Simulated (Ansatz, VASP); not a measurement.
## Two plane-wave programs on Ir2Pt

File INCAR:

```
SYSTEM = Ir2Pt
ALGO = Normal
EDIFF = 1E-6
ENCUT = 500
GGA = PE
GGA_COMPAT = .FALSE.
ISIF = 2
ISMEAR = 0
ISPIN = 2
LASPH = .TRUE.
LCHARG = .TRUE.
LELF = .TRUE.
LMAXMIX = 4
LORBIT = 11
LREAL = .FALSE.
LVHAR = .TRUE.
LWAVE = .FALSE.
MAGMOM = 1 1 1 1 0 0
NBANDS = 41
NELM = 200
PREC = Accurate
SIGMA = 0.1
```

Contents of KPOINTS:

```
k-points
0
G
  4 4 4
  0 0 0
```

File POSCAR:

```
Ir2Pt
1.0
    0.0000000000      3.6385648868      3.6385648868
    3.6385648868      0.0000000000      3.6385648868
    3.6385648868      3.6385648868      0.0000000000
Ir Pt
4 2
Direct
    0.1250000000      0.6250000000      0.6250000000
    0.6250000000      0.6250000000      0.6250000000
    0.6250000000      0.6250000000      0.1250000000
    0.6250000000      0.1250000000      0.6250000000
    0.0000000000      0.0000000000      0.0000000000
    0.2500000000      0.2500000000      0.2500000000
```

Input for Ansatz:

```yaml
crystal:
  lattice:
    - [0.0, 3.6385648868, 3.6385648868]
    - [3.6385648868, 0.0, 3.6385648868]
    - [3.6385648868, 3.6385648868, 0.0]
  atoms:
    - { symbol: Ir, position: [0.125, 0.625, 0.625], spin: 1.0 }
    - { symbol: Ir, position: [0.625, 0.625, 0.625], spin: 1.0 }
    - { symbol: Ir, position: [0.625, 0.625, 0.125], spin: 1.0 }
    - { symbol: Ir, position: [0.625, 0.125, 0.625], spin: 1.0 }
    - { symbol: Pt, position: [0.0, 0.0, 0.0] }
    - { symbol: Pt, position: [0.25, 0.25, 0.25] }
basis:
  ecutwfc: 420
kpoints:
  mp_grid: { grid: [4, 4, 4] }
hamiltonian:
  xc: pbe
scf:
  occupations: { method: gaussian, width: 0.1 }
  lower_state_search: "off"
output:
  forces: true
  stress: true
  eigenvalues: true
  populations: true
magnetization:
  spin_polarized: true
```

Change from the starting cell: species swapped into the YPt2 type (Fd-3m, No. 227).

Alike in both runs: task single point; functional PBE; k mesh 4 × 4 × 4; occupations gaussian, width 0.1 eV; collinear spin.

|  | VASP | Ansatz |
| --- | --- | --- |
| version | VASP 6.6.1 | Ansatz 0.2.0 |
| potentials or method | VASP PAW PBE potentials, release 64 (Ir, Pt), cutoff 500 eV | scalar-relativistic, plane waves, PAW |
| valence electrons in the cell | 56 | 104 |

|  | VASP | Ansatz | Ansatz less VASP |
| --- | --- | --- | --- |
| gap on the k mesh at the Fermi level (eV) | none | none | - |
| pressure (GPa) | 0.2 | -0.1 | -0.30 |
| net moment per atom (μB) | 0.00 | 0.00 | -0.001 |

A gap of «none» marks a metal or a gap that the smearing closes. VASP's potentials hold 56 valence electrons a cell and Ansatz's 104, so a difference there can come from the potentials and not from the codes. Ansatz's warnings: seeded moment not kept.

The k mesh is coarse, so the values compare programs but aren't converged. Spin-orbit coupling is off throughout.
